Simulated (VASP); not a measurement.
# LiZn (Fd-3m) in VASP: further runs, part 2 of 2

VASP 6.6.1. Earlier steps stand in the parts before.

## (3) Electric field gradients, LDA (15.96 Å³/atom)

The input, INCAR:

```
ALGO     = Normal         # electronic algorithm
EDIFF    = 1E-8           # SCF threshold, eV
ENCUT    = 520            # plane-wave cutoff, eV
GGA      = CA             # functional
ISIF     = 2              # what is computed and relaxed
ISMEAR   = -1             # smearing method
LASPH    = True           # aspherical terms in the spheres
LCHARG   = False          # write CHGCAR
LEFG     = True         
LREAL    = False          # projectors in reciprocal space
LWAVE    = False          # write WAVECAR
NBANDS   = 23             # bands
NELM     = 100            # most SCF steps
PREC     = Accurate       # precision mode
SIGMA    = 0.08           # smearing width, eV
```

The input, KPOINTS:

```
k-points
0
Gamma
  9 9 9
```

The input, POSCAR:

```
LiZn
1.0
    0.0000000000      3.1720154906      3.1720154906
    3.1720154906      0.0000000000      3.1720154906
    3.1720154906      3.1720154906      0.0000000000
Li Zn
2 2
Direct
    0.5000000000      0.5000000000      0.5000000000
    0.7500000000      0.7500000000      0.7500000000
    0.0000000000      0.0000000000      0.0000000000
    0.2500000000      0.2500000000      0.2500000000
```

Potentials or basis: VASP PAW LDA potentials, release 64 (Li_sv, Zn).

Started as:

```
> cat potpaw_LDA.64/Li_sv/POTCAR potpaw_LDA.64/Zn/POTCAR > POTCAR
> mpirun -np 1 vasp_std > vasp.out
```

OUTCAR:

```text
EDIFF = 1E-8
   ENCUT = 520
   GGA = CA
   ISIF = 2
   ISMEAR = -1
   LASPH = True
   LREAL = False
   NELM = 100
   PREC = Accurate

 ion  position               nearest neighbor table
   1  0.500  0.500  0.500-   4 2.75   4 2.75   4 2.75   4 2.75
   2  0.750  0.750  0.750-   3 2.75   3 2.75   3 2.75   3 2.75
   3  0.000  0.000  0.000-   2 2.75   4 2.75   2 2.75   2 2.75   2 2.75   4 2.75   4 2.75   4 2.75

   4  0.250  0.250  0.250-   1 2.75   3 2.75   3 2.75   3 2.75   3 2.75   1 2.75   1 2.75   1 2.75

  LATTYP: Found a face centered cubic cell.
 ALAT       =     6.3440309812

  Lattice vectors:

 A1 = (   0.0000000000,   3.1720154906,   3.1720154906)
 A2 = (   3.1720154906,   0.0000000000,   3.1720154906)
 A3 = (   3.1720154906,   3.1720154906,   0.0000000000)

Analysis of symmetry for initial positions (statically):
=====================================================================
 Subroutine PRICEL returns:
 Original cell was already a primitive cell.

 Routine SETGRP: Setting up the symmetry group for a
 face centered cubic supercell.

 Subroutine GETGRP returns: Found 48 space group operations
 (whereof 24 operations were pure point group operations)
 out of a pool of 48 trial point group operations.

The static configuration has the point symmetry T_d .
 The point group associated with its full space group is O_h .

Analysis of symmetry for dynamics (positions and initial velocities):
=====================================================================
 Subroutine PRICEL returns:
 Original cell was already a primitive cell.

 Routine SETGRP: Setting up the symmetry group for a
 face centered cubic supercell.

 Subroutine GETGRP returns: Found 48 space group operations
 (whereof 24 operations were pure point group operations)
 out of a pool of 48 trial point group operations.

The dynamic configuration has the point symmetry T_d .
 The point group associated with its full space group is O_h .

 Subroutine INISYM returns: Found 48 space group operations
 (whereof 24 operations are pure point group operations),
 and found     1 'primitive' translations

----------------------------------------------------------------------------------------

                                     Primitive cell

  volume of cell :      63.8316

  direct lattice vectors                    reciprocal lattice vectors
     0.000000000  3.172015491  3.172015491    -0.157628486  0.157628486  0.157628486
     3.172015491  0.000000000  3.172015491     0.157628486 -0.157628486  0.157628486
     3.172015491  3.172015491  0.000000000     0.157628486  0.157628486 -0.157628486

  length of vectors
     4.485907327  4.485907327  4.485907327     0.273020547  0.273020547  0.273020547

  position of ions in fractional coordinates (direct lattice)
     0.500000000  0.500000000  0.500000000
     0.750000000  0.750000000  0.750000000
     0.000000000  0.000000000  0.000000000
[... 92 lines left out ...]
   NUPDOWN=      -1.0000    fix difference up-down
   EMIN   =  10.00;   EMAX   =-10.00  energy-range for DOS
   EFERMI =   0.00;   METHOD = LEGACY
   ISMEAR =    -1;   SIGMA  =   0.08  broadening in eV -4-tet -1-fermi 0-gaus
   EFERMI_NEDOS =   21; number of points for ismear=-14 and -15
   IALGO  =     38    algorithm
   IMIX   =      4    mixing-type and parameters
     AMIX     =   0.40;   BMIX     =  1.00
     AMIX_MAG =   1.60;   BMIX_MAG =  1.00
  volume/ion in A,a.u.               =      15.96       107.69
  Fermi-wavevector in a.u.,A,eV,Ry     =   1.272829  2.405297 22.042701  1.620093
  Thomas-Fermi vector in A             =   2.405686
   LORBIT       =      0    0 simple, 1 ext, 2 COOP (PROOUT), +10 PAW based schemes
   GGA     = CA    functional components
   LHFCALC =     F    Hartree Fock is set to
   AEXX    =    0.0000 exact exchange contribution
   IVDW    =     0    specifies the selected vdW correction
   LEPSILON=     F    determine dielectric tensor
   LRPA    =     F    only Hartree local field effects (RPA)
 non-spin polarized calculation
  energy-cutoff  :      520.00
  volume of cell :       63.83
 maximum number of plane-waves:      1759
 NGX is ok and might be reduce to    36
   NGX = 17   NGY = 17   NGZ = 17

 number of electron      29.9999966 magnetization

 Free energy of the ion-electron system (eV)
  ---------------------------------------------------
  ext. energy  EPLUGINS =         0.00000000
  ---------------------------------------------------
  free energy    TOTEN  =        -8.52769752 eV

  energy without entropy =       -8.50306658  energy(sigma->0) =       -8.51538205

 E-fermi :   1.5898     XC(G=0):  -9.7427

 val. band max:        1.5583962796   @ k =   0.3333   0.2222   0.1111
 cond. band min:       1.6230113659   @ k =   0.2222   0.1111   0.0000
 fundamental gap:      0.0646150863
 Fermi energy:         1.5898441661

 k-point     1 :       0.0000    0.0000    0.0000
  band No.  band energies     occupation
      1     -43.6101      2.00000
      2     -43.5665      2.00000
      3      -5.7227      2.00000
      4      -5.6756      2.00000
      5      -5.6756      2.00000
      6      -5.6756      2.00000
[... 613 lines left out ...]
     22      12.1385      0.00000
     23      12.8914      0.00000

 [... further k-points ...]

------------------------ aborting loop because EDIFF is reached ----------------------------------------

  FORCE on cell =-STRESS in cart. coord.  units (eV):
  Direction    XX          YY          ZZ          XY          YZ          ZX
  --------------------------------------------------------------------------------------
  -------------------------------------------------------------------------------------
  Total       -2.7808349     -2.7808349     -2.7808349      0.0000000      0.0000000      0.0000000
  in kB      -69.7991101    -69.7991101    -69.7991101      0.0000000      0.0000000      0.0000000
  external PRESSURE =     -69.7991101 kB  Pullay stress =       0.0000000 kB

 VOLUME and BASIS-vectors are now :
 -----------------------------------------------------------------------------
  energy-cutoff  :      520.00
  volume of cell :       63.83
      direct lattice vectors                 reciprocal lattice vectors
     0.000000000  3.172015491  3.172015491    -0.157628486  0.157628486  0.157628486
     3.172015491  0.000000000  3.172015491     0.157628486 -0.157628486  0.157628486
     3.172015491  3.172015491  0.000000000     0.157628486  0.157628486 -0.157628486

 POSITION                                       TOTAL-FORCE (eV/Angst)
 -----------------------------------------------------------------------------------
      3.17202      3.17202      3.17202        -0.000000     -0.000000     -0.000000
      4.75802      4.75802      4.75802         0.000000      0.000000      0.000000
      0.00000      0.00000      0.00000        -0.000000     -0.000000      0.000000
      1.58601      1.58601      1.58601         0.000000      0.000000      0.000000
 -----------------------------------------------------------------------------------
    total drift:                                0.000000      0.000000      0.000000

  FREE ENERGIE OF THE ION-ELECTRON SYSTEM (eV)
  ---------------------------------------------------
  free  energy   TOTEN  =        -8.5276975186 eV

  energy  without entropy=       -8.5030665768  energy(sigma->0) =       -8.51538205

 Electric field gradients (V/A^2)
---------------------------------------------------------------------
 ion       V_xx      V_yy      V_zz      V_xy      V_xz      V_yz
---------------------------------------------------------------------
   1      -0.000    -0.000     0.000    -0.004    -0.004    -0.004
   2      -0.000    -0.000     0.000    -0.004    -0.004    -0.004
   3      -0.000     0.000    -0.000    -0.002    -0.002    -0.002
   4      -0.000     0.000    -0.000    -0.002    -0.002    -0.002
---------------------------------------------------------------------

 Electric field gradients after diagonalization (V/A^2)
 (convention: |V_zz| > |V_xx| > |V_yy|)
----------------------------------------------------------------------
 ion       V_xx      V_yy      V_zz     asymmetry (V_yy - V_xx)/ V_zz
----------------------------------------------------------------------
   1       0.004     0.004    -0.007       0.000
   2       0.004     0.004    -0.007       0.000
   3       0.002     0.002    -0.004       0.000
   4       0.002     0.002    -0.004       0.000
----------------------------------------------------------------------

           NMR quadrupolar parameters

 Cq : quadrupolar parameter    Cq=e*Q*V_zz/h
 eta: asymmetry parameters     (V_yy - V_xx)/ V_zz
 Q  : nuclear electric quadrupole moment in mb (millibarn)
----------------------------------------------------------------------
 ion       Cq(MHz)       eta       Q (mb)
----------------------------------------------------------------------
   1      -0.000       0.000       1.000
   2      -0.000       0.000       1.000
   3      -0.000       0.000       1.000
   4      -0.000       0.000       1.000
----------------------------------------------------------------------
```

It took 50 s on 1 thread of Intel Xeon Platinum 8375C at 2.90GHz (Ice Lake), shared host; peak memory 0.19 GiB.

Results:

* Free energy: -8.5277 eV
* Band gap on the k mesh: zero (bands 15 and 16 overlap by 4.29 eV)
* Largest electric field gradient by atom: zero within the noise of the run

Caveat: the cutoff is under 1.25 times the usual one of these potentials, so pressure, stress and relaxed cells hold a basis-set (Pulay) error.
